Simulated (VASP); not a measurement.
Runs of VASP 6.6.1 on K2S. Symmetry: Fm-3m, No. 225, cubic system. Conventional cell: a = 7.405 Å, b = 7.405 Å, c = 7.405 Å, α = 90.00°, β = 90.00°, γ = 90.00°. K (site symmetry -43m) has 4 S at 3.21 Å and 6 K at 3.70 Å within 4.2 Å. S (site symmetry m-3m) has 8 K at 3.21 Å within 4.2 Å. 

```tsv
level	k mesh	cutoff (eV)	grid for exact exchange (PRECFOCK)	share of exact exchange	screening parameter	gap on the mesh (eV)	pressure (GPa)
HSE06	4 × 4 × 4	400	Normal	0.25	0.2079 1/Å	3.31	0.2
PBE	4 × 4 × 4	500	-	-	-	2.38	0.5
PBE	6 × 6 × 6	500	-	-	-	2.38	0.5
PBE0	4 × 4 × 4	400	Normal	0.25	-	4.02	(a)
r2SCAN	4 × 4 × 4	550	-	-	-	(b)	0.0
```

Alike in all rows: task single point; potentials or basis VASP PAW PBE potentials, release 64 (K_sv, S); no spin polarisation; cell as given; smearing gaussian 0.01 eV.

Q: Fill in the values left out.

A: (a) 0.1; (b) 2.76.

Caveats: the PAW data sets were made with another functional, which shifts forces and pressure a little (at least some runs).

A k mesh can miss the band edges.
